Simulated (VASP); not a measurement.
# MgO (P6_3mc) in VASP: a series of runs

Runs on MgO. Level: PBEsol. Tasks: single point.

Everything below comes from runs of VASP 6.6.1. Logs are shortened: lines on timing, memory, paths and dates and some standing lists are left out, and cuts for length are marked.

### Step 1. The cell of the first run

It takes space group P6_3mc (No. 186, hexagonal). The conventional cell has a = 3.261 Å, b = 3.261 Å, c = 5.152 Å, α = 90.00°, β = 90.00°, γ = 120.00°. Within 2.5 Å of Mg (site symmetry 3m) lie 4 O at 1.91 to 2.23 Å. Within 2.5 Å of O (site symmetry 3m) lie 4 Mg at 1.91 to 2.23 Å.

### Step 2. Single point, PBEsol (c/a of the conventional cell at fixed volume 1.5802)

INCAR

```
SYSTEM = MgO
PREC = Accurate
ENCUT = 520
EDIFF = 1E-7
ISMEAR = 0
SIGMA = 0.05
LREAL = .False.
LASPH = .True.
NELM = 60
ALGO = Normal
ISIF = 2
LWAVE = .False.
LCHARG = .False.
GGA = PS
NBANDS = 16
```

KPOINTS

```
regular mesh
0
Gamma
  9 9 6
  0 0 0
```

POSCAR

```
MgO
1.0
    3.2605657016      0.0000000000      0.0000000000
   -1.6302828508      2.8237327283      0.0000000000
    0.0000000000      0.0000000000      5.1523459217
Mg O
2 2
Direct
    0.3333333333      0.6666666667     -0.0317643073
    0.6666666667      0.3333333333      0.4682356927
    0.3333333333      0.6666666667      0.4009416620
    0.6666666667      0.3333333333      0.9009416620
```

Potentials or basis: VASP PAW PBE potentials, release 64 (Mg, O).

Run with:

```bash
$ cat potpaw_PBE.64/Mg/POTCAR potpaw_PBE.64/O/POTCAR > POTCAR
$ mpirun -np 1 vasp_std > vasp.out
```

OUTCAR:

```text
SYSTEM = MgO
   PREC = Accurate
   ENCUT = 520
   EDIFF = 1E-7
   ISMEAR = 0
   LREAL = .False.
   LASPH = .True.
   NELM = 60
   ISIF = 2
   GGA = PS

 ion  position               nearest neighbor table
   1  0.333  0.667  0.968-   4 1.91   4 1.91   4 1.91   3 2.23   2 3.19   2 3.19   2 3.19   2 3.19
                             2 3.19   2 3.19
   2  0.667  0.333  0.468-   3 1.91   3 1.91   3 1.91   4 2.23   1 3.19   1 3.19   1 3.19   1 3.19
                             1 3.19   1 3.19
   3  0.333  0.667  0.401-   2 1.91   2 1.91   2 1.91   1 2.23
   4  0.667  0.333  0.901-   1 1.91   1 1.91   1 1.91   2 2.23

  LATTYP: Found a hexagonal cell.
 ALAT       =     3.2605657016
 C/A-ratio  =     1.5802000000

  Lattice vectors:

 A1 = (   3.2605657016,   0.0000000000,   0.0000000000)
 A2 = (  -1.6302828508,   2.8237327283,   0.0000000000)
 A3 = (   0.0000000000,   0.0000000000,   5.1523459217)

Analysis of symmetry for initial positions (statically):
=====================================================================
 Subroutine PRICEL returns:
 Original cell was already a primitive cell.

 Routine SETGRP: Setting up the symmetry group for a
 hexagonal supercell.

 Subroutine GETGRP returns: Found 12 space group operations
 (whereof  6 operations were pure point group operations)
 out of a pool of 24 trial point group operations.

The static configuration has the point symmetry C_3v.
 The point group associated with its full space group is C_6v.

Analysis of symmetry for dynamics (positions and initial velocities):
=====================================================================
 Subroutine PRICEL returns:
 Original cell was already a primitive cell.

 Routine SETGRP: Setting up the symmetry group for a
 hexagonal supercell.

 Subroutine GETGRP returns: Found 12 space group operations
 (whereof  6 operations were pure point group operations)
 out of a pool of 24 trial point group operations.

The dynamic configuration has the point symmetry C_3v.
 The point group associated with its full space group is C_6v.

 Subroutine INISYM returns: Found 12 space group operations
 (whereof  6 operations are pure point group operations),
 and found     1 'primitive' translations

----------------------------------------------------------------------------------------

                                     Primitive cell

  volume of cell :      47.4375

  direct lattice vectors                    reciprocal lattice vectors
     3.260565702  0.000000000  0.000000000     0.306695246  0.177070583  0.000000000
    -1.630282851  2.823732728  0.000000000     0.000000000  0.354141166  0.000000000
     0.000000000  0.000000000  5.152345922     0.000000000  0.000000000  0.194086347

  length of vectors
     3.260565702  3.260565702  5.152345922     0.354141166  0.354141166  0.194086347

  position of ions in fractional coordinates (direct lattice)
     0.333333333  0.666666667  0.968235693
     0.666666667  0.333333333  0.468235693
     0.333333333  0.666666667  0.400941662
     0.666666667  0.333333333  0.900941662

  ion indices of the primitive-cell ions
   primitive index   ion index
                 1           1
                 2           2
                 3           3
                 4           4

----------------------------------------------------------------------------------------

 KPOINTS: regular mesh

Automatic generation of k-mesh.
 Grid dimensions read from file:
 generate k-points for:    9    9    6

 Generating k-lattice:

  Cartesian coordinates                     Fractional coordinates (reciprocal lattice)
     0.034077250  0.019674509  0.000000000     0.111111111  0.000000000  0.000000000
     0.000000000  0.039349018  0.000000000     0.000000000  0.111111111  0.000000000
     0.000000000  0.000000000  0.032347725     0.000000000  0.000000000  0.166666667

  Length of vectors
     0.039349018  0.039349018  0.032347725

  Shift w.r.t. Gamma in fractional coordinates (k-lattice)
     0.000000000  0.000000000  0.000000000

 Subroutine IBZKPT returns following result:
 ===========================================

 Found     48 irreducible k-points:

 Following reciprocal coordinates:
            Coordinates               Weight
  0.000000  0.000000  0.000000      1.000000
  0.111111  0.000000  0.000000      6.000000
  0.222222  0.000000  0.000000      6.000000
  0.333333  0.000000  0.000000      6.000000
  0.444444  0.000000  0.000000      6.000000
  0.111111  0.111111  0.000000      6.000000
[... 16 lines left out ...]
  0.333333  0.222222  0.166667     24.000000
  0.333333  0.333333  0.166667      4.000000
 [... further k-points ...]
   k-points           NKPTS =     48   k-points in BZ     NKDIM =     48   number of bands    NBANDS=     16
   number of dos      NEDOS =    301   number of ions     NIONS =      4
   total plane-waves  NPLWV =  23040
   dimension x,y,z NGX =    24 NGY =   24 NGZ =   40
   dimension x,y,z NGXF=    48 NGYF=   48 NGZF=   80
   ions per type =               2   2
   NGX,Y,Z   is equivalent  to a cutoff of  12.24, 12.24, 12.91 a.u.
   NGXF,Y,Z  is equivalent  to a cutoff of  24.47, 24.47, 25.81 a.u.
 SYSTEM =  MgO
   PREC   = accura    normal or accurate (medium, high low for compatibility)
   ISTART =      0    job   : 0-new  1-cont  2-samecut
   ICHARG =      2    charge: 1-file 2-atom 10-const
   ISPIN  =      1    spin polarized calculation?
   LNONCOLLINEAR =      F non collinear calculations
   LSORBIT =      F    spin-orbit coupling
   LASPH  =      T    aspherical Exc in radial PAW
   ENCUT  =  520.0 eV  38.22 Ry    6.18 a.u.   6.06  6.06  9.58*2*pi/ulx,y,z
   NELM   =     60;   NELMIN=  2; NELMDL= -5     # of ELM steps
   EDIFF  = 0.1E-06   stopping-criterion for ELM
   LREAL  =      F    real-space projection
   EDIFFG = 0.1E-05   stopping-criterion for IOM
   NSW    =      0    number of steps for IOM
   IBRION =     -1    ionic relax: 0-MD 1-quasi-New 2-CG
   NFREE  =      0    steps in history (QN), initial steepest desc. (CG)
   ISIF   =      2    stress and relaxation
   ISYM   =      2    0-nonsym 1-usesym 2-fastsym
   POTIM  = 0.5000    time-step for ionic-motion
   TEBEG  =    0.0;   TEEND  =   0.0 temperature during run
   PSTRESS=    0.0 pullay stress
   NELECT =      16.0000    total number of electrons
   NUPDOWN=      -1.0000    fix difference up-down
   EMIN   =  10.00;   EMAX   =-10.00  energy-range for DOS
   EFERMI =   0.00;   METHOD = LEGACY
   ISMEAR =     0;   SIGMA  =   0.05  broadening in eV -4-tet -1-fermi 0-gaus
   EFERMI_NEDOS =   21; number of points for ismear=-14 and -15
   IALGO  =     38    algorithm
   IMIX   =      4    mixing-type and parameters
     AMIX     =   0.40;   BMIX     =  1.00
     AMIX_MAG =   1.60;   BMIX_MAG =  1.00
  volume/ion in A,a.u.               =      11.86        80.03
  Fermi-wavevector in a.u.,A,eV,Ry     =   1.139570  2.153475 17.668792  1.298620
  Thomas-Fermi vector in A             =   2.276273
   LORBIT       =      0    0 simple, 1 ext, 2 COOP (PROOUT), +10 PAW based schemes
   GGA     = PS    functional components
   LHFCALC =     F    Hartree Fock is set to
   AEXX    =    0.0000 exact exchange contribution
   IVDW    =     0    specifies the selected vdW correction
   LEPSILON=     F    determine dielectric tensor
   LRPA    =     F    only Hartree local field effects (RPA)
 non-spin polarized calculation
 Gauss-broadening in eV      SIGMA  =   0.05
  energy-cutoff  :      520.00
  volume of cell :       47.44
 maximum number of plane-waves:      1302
   NGX = 13   NGY = 13   NGZ = 19

 number of electron      16.0000014 magnetization

 Free energy of the ion-electron system (eV)
  ---------------------------------------------------
  ext. energy  EPLUGINS =         0.00000000
  ---------------------------------------------------
  free energy    TOTEN  =       -24.28677763 eV

  energy without entropy =      -24.28677763  energy(sigma->0) =      -24.28677763

 E-fermi :   1.3760     XC(G=0):  -9.9532

 val. band max:        1.1432069835   @ k =   0.0000   0.0000   0.0000
 cond. band min:       4.2843063261   @ k =   0.0000   0.0000   0.0000
 fundamental gap:      3.1410993426
 Fermi energy:         1.3759514848

 k-point     1 :       0.0000    0.0000    0.0000
  band No.  band energies     occupation
      1     -15.1934      2.00000
      2     -14.4570      2.00000
      3      -2.3497      2.00000
      4       0.1797      2.00000
      5       0.1797      2.00000
      6       0.4735      2.00000
[... 8 lines left out ...]
     15      17.5066      0.00000
     16      17.5066      0.00000

 k-point     2 :       0.1111    0.0000    0.0000
  band No.  band energies     occupation
      1     -15.1279      2.00000
      2     -14.4284      2.00000
      3      -2.2222      2.00000
      4      -0.1318      2.00000
      5       0.1016      2.00000
      6       0.1074      2.00000
[... 8 lines left out ...]
     15      16.8595      0.00000
     16      17.3791      0.00000

 k-point     3 :       0.2222    0.0000    0.0000
  band No.  band energies     occupation
      1     -14.9515      2.00000
      2     -14.3605      2.00000
      3      -1.8600      2.00000
      4      -0.9444      2.00000
      5      -0.4697      2.00000
      6      -0.0456      2.00000
[... 8 lines left out ...]
     15      15.8749      0.00000
     16      16.4313      0.00000

 k-point     4 :       0.3333    0.0000    0.0000
  band No.  band energies     occupation
      1     -14.7253      2.00000
      2     -14.2996      2.00000
      3      -1.7070      2.00000
      4      -1.3322      2.00000
      5      -0.9831      2.00000
      6      -0.1941      2.00000
[... 8 lines left out ...]
     15      15.2524      0.00000
     16      16.7097      0.00000
[... 324 lines left out ...]
 k-point    22 :       0.2222    0.2222    0.1667
  band No.  band energies     occupation
      1     -14.5922      2.00000
      2     -14.3040      2.00000
      3      -1.7158      2.00000
      4      -1.5036      2.00000
      5      -0.5758      2.00000
      6      -0.4764      2.00000
[... 8 lines left out ...]
     15      14.1344      0.00000
     16      17.5820      0.00000

 k-point    23 :       0.3333    0.2222    0.1667
  band No.  band energies     occupation
      1     -14.4438      2.00000
      2     -14.3026      2.00000
      3      -1.9014      2.00000
      4      -1.3520      2.00000
      5      -0.8865      2.00000
      6      -0.3113      2.00000
[... 8 lines left out ...]
     15      14.0039      0.00000
     16      17.5913      0.00000

 k-point    24 :       0.3333    0.3333    0.1667
  band No.  band energies     occupation
      1     -14.3474      2.00000
      2     -14.3474      2.00000
      3      -1.7422      2.00000
      4      -1.1977      2.00000
      5      -1.1977      2.00000
      6      -0.5706      2.00000
[... 8 lines left out ...]
     15      13.9610      0.00000
     16      18.6590      0.00000

 [... further k-points ...]
[... 5 lines left out ...]
  --------------------------------------------------------------------------------------
  -------------------------------------------------------------------------------------
  Total        2.5668930      2.5668930     -2.9754472      0.0000000     -0.0000000      0.0000000
  in kB       86.6955462     86.6955462   -100.4942623      0.0000000     -0.0000000      0.0000000
  external PRESSURE =      24.2989434 kB  Pullay stress =       0.0000000 kB

 VOLUME and BASIS-vectors are now :
 -----------------------------------------------------------------------------
  energy-cutoff  :      520.00
  volume of cell :       47.44
      direct lattice vectors                 reciprocal lattice vectors
     3.260565702  0.000000000  0.000000000     0.306695246  0.177070583  0.000000000
    -1.630282851  2.823732728  0.000000000     0.000000000  0.354141166  0.000000000
     0.000000000  0.000000000  5.152345922     0.000000000  0.000000000  0.194086347

 POSITION                                       TOTAL-FORCE (eV/Angst)
 -----------------------------------------------------------------------------------
     -0.00000      1.88249      4.98869        -0.000000      0.000000      0.780245
      1.63028      0.94124      2.41251         0.000000      0.000000      0.780245
     -0.00000      1.88249      2.06579        -0.000000     -0.000000     -0.780245
      1.63028      0.94124      4.64196         0.000000      0.000000     -0.780245
 -----------------------------------------------------------------------------------
    total drift:                               -0.000000      0.000000     -0.000448

  FREE ENERGIE OF THE ION-ELECTRON SYSTEM (eV)
  ---------------------------------------------------
  free  energy   TOTEN  =       -24.2867776332 eV

  energy  without entropy=      -24.2867776332  energy(sigma->0) =      -24.28677763
```

Wall time 18 s (1 thread of Intel Xeon Platinum 8488C (Sapphire Rapids), shared host); peak memory 0.17 GiB.

Results:

* Free energy: -24.2868 eV
* Pressure: 2.4 GPa
* Largest force: 0.780 eV/Å
* Band gap on the k mesh: 3.14 eV, direct

Forces in eV/Å, atoms in the order of the input:
```
Mg   0.000  0.000  0.780
Mg   0.000  0.000  0.780
O    0.000  0.000 -0.780
O    0.000  0.000 -0.780
```

Caveat: the PAW data sets were made with another functional, which shifts forces and pressure a little.

[end of part 1 of 3]
